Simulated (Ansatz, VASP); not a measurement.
**Two plane-wave programs on Si**

Contents of INCAR:

```
SYSTEM = Si
  PREC = Accurate
  ENCUT = 520
  EDIFF = 1E-6
  ISMEAR = 0
  SIGMA = 0.05
  LREAL = .FALSE.
  LASPH = .TRUE.
  NELM = 60
  ALGO = Normal
  ISIF = 2
  LWAVE = .FALSE.
  LCHARG = .FALSE.
  GGA = PE
  NBANDS = 16
```

Contents of KPOINTS:

```
Automatic mesh
0
G
  12 12 12
  0 0 0
```

POSCAR

```
Si
1.0
   -3.2976857625      3.2976857625      1.8279072182
    3.2976857625     -3.2976857625      1.8279072182
    3.2976857625      3.2976857625     -1.8279072182
Si
4
Direct
    0.1786105079      0.1786105079      0.3572210158
    0.8213894921      0.8213894921      0.6427789842
    0.1786105079      0.8213894921      0.0000000000
    0.8213894921      0.1786105079      0.0000000000
```

Input for Ansatz:

```yaml
crystal:
  lattice:
    - [-3.2976857625, 3.2976857625, 1.8279072182]
    - [3.2976857625, -3.2976857625, 1.8279072182]
    - [3.2976857625, 3.2976857625, -1.8279072182]
  atoms:
    - { symbol: Si, position: [0.1786105079, 0.1786105079, 0.3572210158] }
    - { symbol: Si, position: [0.8213894921, 0.8213894921, 0.6427789842] }
    - { symbol: Si, position: [0.1786105079, 0.8213894921, 0.0] }
    - { symbol: Si, position: [0.8213894921, 0.1786105079, 0.0] }
basis:
  ecutwfc: 420
kpoints:
  mp_grid: { grid: [12, 12, 12] }
hamiltonian:
  xc: pbe
  pseudopotentials: { kind: paw, azcp: { folder: soft_1 } }
scf:
  occupations: { method: gaussian, width: 0.05 }
output:
  forces: true
  stress: true
  eigenvalues: true
```

Alike in both runs: task single point; functional PBE; k mesh 12 × 12 × 12; occupations gaussian, width 0.05 eV; no spin polarisation.

|  | VASP | Ansatz |
| --- | --- | --- |
| version | VASP 6.6.1 | Ansatz 0.2.0 |
| potentials or method | VASP PAW PBE potentials, release 64 (Si), cutoff 520 eV | scalar-relativistic, plane waves, PAW |
| valence electrons in the cell | 16 | 16 |

Ansatz gave:

- gap on the k mesh at the Fermi level (eV): 0.13
- least direct gap on the mesh (eV): 0.86
- pressure (GPa): 8.5
- traceless stress, the component that is largest in VASP (GPa): 5.99
- rms of the force components (eV/Å): 0.260

What did VASP give for the same quantities?

gap on the k mesh at the Fermi level (eV): 0.13; least direct gap on the mesh (eV): 0.86; pressure (GPa): 8.4; traceless stress, the component that is largest in VASP (GPa): 5.99; rms of the force components (eV/Å): 0.259.

Atom by atom the forces differ by 0.001 eV/Å (rms over components).
